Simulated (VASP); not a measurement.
## InAs: single point with PBEsol

InAs:

```xyz
2
Lattice="0.0000 3.0536 3.0536 3.0536 0.0000 3.0536 3.0536 3.0536 0.0000" Properties=species:S:1:pos:R:3 pbc="T T T"
In    4.5803    4.5803    4.5803
As    0.0000    0.0000    0.0000
```

```
Program             : VASP 6.6.1
Task                : single point
Functional          : PBEsol
Potentials or basis : VASP PAW PBE potentials, release 64 (In_d, As)
Cutoff              : 520 eV
k mesh              : 6 × 6 × 6
Occupations         : gaussian, width 0.1 eV
Spin                : no spin polarisation
```

```
Pressure               : -0.4 GPa
Band gap on the k mesh : zero (filled and empty bands touch)
```

Levels at points of the mesh, in eV from the Fermi level:
| k point | band 7 | band 8 | band 9 | band 10 | band 11 | band 12 |
| --- | --- | --- | --- | --- | --- | --- |
| (0.00, 0.00, 0.00) | -0.47 | -0.03 | -0.03 | -0.03 | 3.81 | 3.81 |
| (0.50, 0.00, 0.00) | -5.70 | -0.99 | -0.99 | 0.78 | 4.57 | 4.57 |
| (0.50, 0.50, 0.00) | -5.79 | -2.28 | -2.28 | 1.45 | 1.94 | 8.86 |

Wall time 6.3 s on 1 thread of Intel(R) Xeon(R) 6975P-C (Granite Rapids), with other jobs on the host, peak memory 0.17 GiB.

Caveat: the PAW data sets were made with another functional, which shifts forces and pressure a little; spin-orbit coupling is left out, which moves the levels of the heavy elements.
